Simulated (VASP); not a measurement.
Crystal: SnS2.

```
Sn S
1.0
     3.55628    0.00000    0.00000
    -1.77814    3.07983    0.00000
     0.00000    0.00000    5.38621
Sn S
1 2
Direct
  0.00000 0.00000 0.00000
  0.66667 0.33333 0.72870
  0.33333 0.66667 0.27130
```

* Program: VASP 6.6.1
* Task: relaxation of the atoms
* Functional: PBE
* Potentials or basis: VASP PAW PBE potentials, release 64 (Sn_d, S)
* Cutoff: 450 eV
* k mesh: 14 × 14 × 8
* Occupations: fermi-dirac, width 0.02 eV
* Spin: no spin polarisation

At the start: pressure 12.2 GPa; volume 19.66 Å³/atom.

Q: How do energy, volume and symmetry change on relaxing?

A: Over 3 steps the energy falls by 3.6 meV/atom at a fixed cell; space group P-3m1 (No. 164, to 0.1 Å) before and after.

Step by step:
```
step  energy change (eV)  largest force (eV/Å)  pressure (GPa)
   1              0.0000                0.3860           12.22
   2             -0.0095                0.1285           11.22
   3             -0.0107                0.0034           10.72
```

Final structure:
```xyz
3
Lattice="3.5563 0.0000 0.0000 -1.7781 3.0798 0.0000 0.0000 0.0000 5.3862" Properties=species:S:1:pos:R:3 pbc="T T T"
Sn    0.0000    0.0000    0.0000
S     1.7781    1.0266    3.8966
S     0.0000    2.0532    1.4896
```
